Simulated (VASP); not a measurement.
# AlN: single point with LDA

Crystal: AlN.

```
Al N
1.0
     3.11100    0.00000    0.00000
    -1.55550    2.69421    0.00000
     0.00000    0.00000    4.97800
Al N
2 2
Direct
  0.33333 0.66667 0.00000
  0.66667 0.33333 0.50000
  0.33333 0.66667 0.38500
  0.66667 0.33333 0.88500
```

```json
{
 "Program": "VASP 6.6.1",
 "Task": "single point",
 "Functional": "LDA",
 "Potentials or basis": "VASP PAW LDA potentials, release 64 (Al, N)",
 "Cutoff": "520 eV",
 "k mesh": "9 × 9 × 6",
 "Occupations": "gaussian, width 0.05 eV",
 "Spin": "no spin polarisation",
 "Dipole correction": "no",
 "Further INCAR settings": "ALGO = Normal; EDIFF = 1e-06; NBANDS = 16"
}
```

```yaml
Pressure: -3.8 GPa
Largest_force: 0.186 eV/Å
Band_gap_on_the_k_mesh: 4.19 eV, direct
```

Forces in eV/Å, atoms in the order of the input:
```
Al   0.000  0.000  0.186
Al   0.000  0.000  0.186
N    0.000  0.000 -0.186
N    0.000  0.000 -0.186
```

Stress tensor (GPa, compression positive):
```
-3.29  0.00  0.00
 0.00 -3.29  0.00
 0.00  0.00 -4.86
```

Levels at points of the mesh, in eV from the valence-band top:
```tsv
k point	band 5	band 6	band 7	band 8	band 9	band 10	band 11	band 12
(0.00, 0.00, 0.00)	-0.95	-0.29	-0.29	0.00	4.19	6.50	10.47	10.89
(0.00, 0.00, 0.50)	-0.63	-0.63	-0.63	-0.63	6.39	6.39	10.10	10.10
```

It took 20 s on 1 thread of AMD EPYC 7R13 Processor (Zen 3), with other jobs on the host, peak memory 0.12 GiB.

A k mesh can miss the band edges.
